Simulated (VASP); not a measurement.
# SnPt3 (Pm-3m) in VASP: notebook

The runs below take SnPt3 through electric field gradients, with LDA.

All numbers are computed with VASP 6.6.1; they aren't measurements. Logs are shortened: lines on timing, memory, paths and dates and some standing lists are left out, and cuts for length are marked.

## 1. The cell of the first run

It takes space group Pm-3m (No. 221, cubic). Conventional cell: a = 4.053 Å, b = 4.053 Å, c = 4.053 Å, α = 90.00°, β = 90.00°, γ = 90.00°. Sn (site symmetry m-3m) has 12 Pt at 2.87 Å within 3.8 Å. Pt (site symmetry 4/mmm) has 4 Sn at 2.87 Å and 8 Pt at 2.87 Å within 3.8 Å.

## 2. Electric field gradients, LDA (volume scaled by 1.04)

INCAR reads:

```
SYSTEM = SnPt3
  ALGO = Normal
  EDIFF = 1E-8
  ENCUT = 520
  ISIF = 2
  ISMEAR = -1
  LASPH = .TRUE.
  LCHARG = .FALSE.
  LEFG = .TRUE.
  LREAL = .FALSE.
  LWAVE = .FALSE.
  NBANDS = 30
  NELM = 80
  PREC = Accurate
  SIGMA = 0.05
```

KPOINTS reads:

```
k-points
0
G
  8 8 8
  0 0 0
```

POSCAR reads:

```
SnPt3
1.0
    4.0526376153      0.0000000000      0.0000000000
    0.0000000000      4.0526376153      0.0000000000
    0.0000000000      0.0000000000      4.0526376153
Sn Pt
1 3
Direct
    0.0000000000      0.0000000000      0.0000000000
    0.0000000000      0.5000000000      0.5000000000
    0.5000000000      0.0000000000      0.5000000000
    0.5000000000      0.5000000000      0.0000000000
```

Potentials or basis: VASP PAW LDA potentials, release 64 (Sn_d, Pt).

Command:

```console
$ cat potpaw_LDA.64/Sn_d/POTCAR potpaw_LDA.64/Pt/POTCAR > POTCAR
$ mpirun -np 1 vasp_std > vasp.out
```

OUTCAR:

```text
SYSTEM = SnPt3
   EDIFF = 1E-8
   ENCUT = 520
   ISIF = 2
   ISMEAR = -1
   LASPH = .TRUE.
   LREAL = .FALSE.
   NELM = 80
   PREC = Accurate

 ion  position               nearest neighbor table
   1  0.000  0.000  0.000-   2 2.87   3 2.87   4 2.87   2 2.87   3 2.87   2 2.87   4 2.87   2 2.87
                             3 2.87   4 2.87   3 2.87   4 2.87
   2  0.000  0.500  0.500-   1 2.87   3 2.87   4 2.87   1 2.87   4 2.87   1 2.87   3 2.87   1 2.87
                             3 2.87   4 2.87   4 2.87   3 2.87
   3  0.500  0.000  0.500-   1 2.87   2 2.87   4 2.87   1 2.87   4 2.87   2 2.87   4 2.87   4 2.87
                             1 2.87   2 2.87   1 2.87   2 2.87
   4  0.500  0.500  0.000-   1 2.87   2 2.87   3 2.87   2 2.87   3 2.87   1 2.87   3 2.87   3 2.87
                             1 2.87   2 2.87   2 2.87   1 2.87

  LATTYP: Found a simple cubic cell.
 ALAT       =     4.0526376153

  Lattice vectors:

 A1 = (   4.0526376153,   0.0000000000,   0.0000000000)
 A2 = (   0.0000000000,   4.0526376153,   0.0000000000)
 A3 = (   0.0000000000,   0.0000000000,   4.0526376153)

Analysis of symmetry for initial positions (statically):
=====================================================================
 Subroutine PRICEL returns:
 Original cell was already a primitive cell.

 Routine SETGRP: Setting up the symmetry group for a
 simple cubic supercell.

 Subroutine GETGRP returns: Found 48 space group operations
 (whereof 48 operations were pure point group operations)
 out of a pool of 48 trial point group operations.

The static configuration has the point symmetry O_h .

Analysis of symmetry for dynamics (positions and initial velocities):
=====================================================================
 Subroutine PRICEL returns:
 Original cell was already a primitive cell.

 Routine SETGRP: Setting up the symmetry group for a
 simple cubic supercell.

 Subroutine GETGRP returns: Found 48 space group operations
 (whereof 48 operations were pure point group operations)
 out of a pool of 48 trial point group operations.

The dynamic configuration has the point symmetry O_h .

 Subroutine INISYM returns: Found 48 space group operations
 (whereof 48 operations are pure point group operations),
 and found     1 'primitive' translations

----------------------------------------------------------------------------------------

                                     Primitive cell

  volume of cell :      66.5600

  direct lattice vectors                    reciprocal lattice vectors
     4.052637615  0.000000000  0.000000000     0.246752879  0.000000000  0.000000000
     0.000000000  4.052637615  0.000000000     0.000000000  0.246752879  0.000000000
     0.000000000  0.000000000  4.052637615     0.000000000  0.000000000  0.246752879

  length of vectors
     4.052637615  4.052637615  4.052637615     0.246752879  0.246752879  0.246752879

  position of ions in fractional coordinates (direct lattice)
     0.000000000  0.000000000  0.000000000
     0.000000000  0.500000000  0.500000000
     0.500000000  0.000000000  0.500000000
     0.500000000  0.500000000  0.000000000

  ion indices of the primitive-cell ions
   primitive index   ion index
                 1           1
                 2           2
                 3           3
                 4           4

----------------------------------------------------------------------------------------

 KPOINTS: k-points

Automatic generation of k-mesh.
 Grid dimensions read from file:
 generate k-points for:    8    8    8

 Generating k-lattice:

  Cartesian coordinates                     Fractional coordinates (reciprocal lattice)
     0.030844110  0.000000000  0.000000000     0.125000000  0.000000000  0.000000000
     0.000000000  0.030844110  0.000000000     0.000000000  0.125000000  0.000000000
[... 44 lines left out ...]
   dimension x,y,z NGXF=    60 NGYF=   60 NGZF=   60
   ions per type =               1   3
   NGX,Y,Z   is equivalent  to a cutoff of  12.31, 12.31, 12.31 a.u.
   NGXF,Y,Z  is equivalent  to a cutoff of  24.61, 24.61, 24.61 a.u.
 SYSTEM =  SnPt3
   PREC   = accura    normal or accurate (medium, high low for compatibility)
   ISTART =      0    job   : 0-new  1-cont  2-samecut
   ICHARG =      2    charge: 1-file 2-atom 10-const
   ISPIN  =      1    spin polarized calculation?
   LNONCOLLINEAR =      F non collinear calculations
   LSORBIT =      F    spin-orbit coupling
   LASPH  =      T    aspherical Exc in radial PAW
   ENCUT  =  520.0 eV  38.22 Ry    6.18 a.u.   7.54  7.54  7.54*2*pi/ulx,y,z
   NELM   =     80;   NELMIN=  2; NELMDL= -5     # of ELM steps
   EDIFF  = 0.1E-07   stopping-criterion for ELM
   LREAL  =      F    real-space projection
   EDIFFG = 0.1E-06   stopping-criterion for IOM
   NSW    =      0    number of steps for IOM
   IBRION =     -1    ionic relax: 0-MD 1-quasi-New 2-CG
   NFREE  =      0    steps in history (QN), initial steepest desc. (CG)
   ISIF   =      2    stress and relaxation
   ISYM   =      2    0-nonsym 1-usesym 2-fastsym
   POTIM  = 0.5000    time-step for ionic-motion
   TEBEG  =    0.0;   TEEND  =   0.0 temperature during run
   PSTRESS=    0.0 pullay stress
   NELECT =      44.0000    total number of electrons
   NUPDOWN=      -1.0000    fix difference up-down
   EMIN   =  10.00;   EMAX   =-10.00  energy-range for DOS
   EFERMI =   0.00;   METHOD = LEGACY
   ISMEAR =    -1;   SIGMA  =   0.05  broadening in eV -4-tet -1-fermi 0-gaus
   EFERMI_NEDOS =   21; number of points for ismear=-14 and -15
   IALGO  =     38    algorithm
   IMIX   =      4    mixing-type and parameters
     AMIX     =   0.40;   BMIX     =  1.00
     AMIX_MAG =   1.60;   BMIX_MAG =  1.00
  volume/ion in A,a.u.               =      16.64       112.29
  Fermi-wavevector in a.u.,A,eV,Ry     =   1.426115  2.694967 27.671592  2.033805
  Thomas-Fermi vector in A             =   2.546427
   LORBIT       =      0    0 simple, 1 ext, 2 COOP (PROOUT), +10 PAW based schemes
   GGA     = CA    functional components
   LHFCALC =     F    Hartree Fock is set to
   AEXX    =    0.0000 exact exchange contribution
   IVDW    =     0    specifies the selected vdW correction
   LEPSILON=     F    determine dielectric tensor
   LRPA    =     F    only Hartree local field effects (RPA)
 non-spin polarized calculation
  energy-cutoff  :      520.00
  volume of cell :       66.56
 maximum number of plane-waves:      1856
   NGX = 15   NGY = 15   NGZ = 15

 number of electron      43.9999999 magnetization

 Free energy of the ion-electron system (eV)
  ---------------------------------------------------
  ext. energy  EPLUGINS =         0.00000000
  ---------------------------------------------------
  free energy    TOTEN  =       -28.47089918 eV

  energy without entropy =      -28.46075833  energy(sigma->0) =      -28.46582876

 E-fermi :  11.0786     XC(G=0): -13.1066

 val. band max:       11.0060377834   @ k =   0.1250   0.1250   0.1250
 cond. band min:      11.0828124999   @ k =   0.5000   0.3750   0.3750
 fundamental gap:      0.0767747165
 Fermi energy:        11.0785572750

 k-point     1 :       0.0000    0.0000    0.0000
  band No.  band energies     occupation
      1     -10.7128      2.00000
      2     -10.7128      2.00000
      3     -10.6999      2.00000
      4     -10.6999      2.00000
      5     -10.6999      2.00000
      6      -0.5573      2.00000
[... 781 lines left out ...]
     29      19.4299      0.00000
     30      20.8804      0.00000

 [... further k-points ...]

------------------------ aborting loop because EDIFF is reached ----------------------------------------

  FORCE on cell =-STRESS in cart. coord.  units (eV):
  Direction    XX          YY          ZZ          XY          YZ          ZX
  --------------------------------------------------------------------------------------
  -------------------------------------------------------------------------------------
  Total       -4.5508342     -4.5508342     -4.5508342     -0.0000000      0.0000000     -0.0000000
  in kB     -109.5439217   -109.5439217   -109.5439217     -0.0000000      0.0000000     -0.0000000
  external PRESSURE =    -109.5439217 kB  Pullay stress =       0.0000000 kB

 VOLUME and BASIS-vectors are now :
 -----------------------------------------------------------------------------
  energy-cutoff  :      520.00
  volume of cell :       66.56
      direct lattice vectors                 reciprocal lattice vectors
     4.052637615  0.000000000  0.000000000     0.246752879  0.000000000  0.000000000
     0.000000000  4.052637615  0.000000000     0.000000000  0.246752879  0.000000000
     0.000000000  0.000000000  4.052637615     0.000000000  0.000000000  0.246752879

 POSITION                                       TOTAL-FORCE (eV/Angst)
 -----------------------------------------------------------------------------------
      0.00000      0.00000      0.00000         0.000000      0.000000      0.000000
      0.00000      2.02632      2.02632         0.000000      0.000000      0.000000
      2.02632      0.00000      2.02632         0.000000      0.000000      0.000000
      2.02632      2.02632      0.00000         0.000000      0.000000      0.000000
 -----------------------------------------------------------------------------------
    total drift:                                0.000000      0.000000     -0.000000

  FREE ENERGIE OF THE ION-ELECTRON SYSTEM (eV)
  ---------------------------------------------------
  free  energy   TOTEN  =       -28.4708991779 eV

  energy  without entropy=      -28.4607583344  energy(sigma->0) =      -28.46582876

 Electric field gradients (V/A^2)
---------------------------------------------------------------------
 ion       V_xx      V_yy      V_zz      V_xy      V_xz      V_yz
---------------------------------------------------------------------
   1       0.000     0.000     0.000    -0.000     0.000     0.000
   2    -136.824    68.412    68.412     0.000     0.000     0.000
   3      68.412  -136.824    68.412     0.000     0.000     0.000
   4      68.412    68.412  -136.824    -0.000    -0.000     0.000
---------------------------------------------------------------------

 Electric field gradients after diagonalization (V/A^2)
 (convention: |V_zz| > |V_xx| > |V_yy|)
----------------------------------------------------------------------
 ion       V_xx      V_yy      V_zz     asymmetry (V_yy - V_xx)/ V_zz
----------------------------------------------------------------------
   1       0.000     0.000     0.000      -0.393
   2      68.412    68.412  -136.824       0.000
   3      68.412    68.412  -136.824       0.000
   4      68.412    68.412  -136.824       0.000
----------------------------------------------------------------------

           NMR quadrupolar parameters

 Cq : quadrupolar parameter    Cq=e*Q*V_zz/h
 eta: asymmetry parameters     (V_yy - V_xx)/ V_zz
 Q  : nuclear electric quadrupole moment in mb (millibarn)
----------------------------------------------------------------------
 ion       Cq(MHz)       eta       Q (mb)
----------------------------------------------------------------------
   1       0.000      -0.393       1.000
   2      -0.331       0.000       1.000
   3      -0.331       0.000       1.000
   4      -0.331       0.000       1.000
----------------------------------------------------------------------
```

Wall time 22 s (1 thread of Intel Xeon 6975P-C (Granite Rapids), shared host); peak memory 0.18 GiB.

What came out:

```
Free energy            : -28.4709 eV
Pressure               : -11.0 GPa
Band gap on the k mesh : zero (band 22 reaches 11.19 eV, above the bottom of band 23 at 10.77 eV)
```

Electric field gradients, principal values (V/Å²):
```
atom   least  middle  greatest (by size)
1 Sn   0.000   0.000               0.000
2 Pt  68.412  68.412            -136.824
3 Pt  68.412  68.412            -136.824
4 Pt  68.412  68.412            -136.824
```

Caveat: without QUAD_EFG the Cq values of the log hold for a quadrupole moment of 1 mb, not for the nuclei; spin-orbit coupling is left out, which moves the levels of the heavy elements.

[end of part 1 of 2]
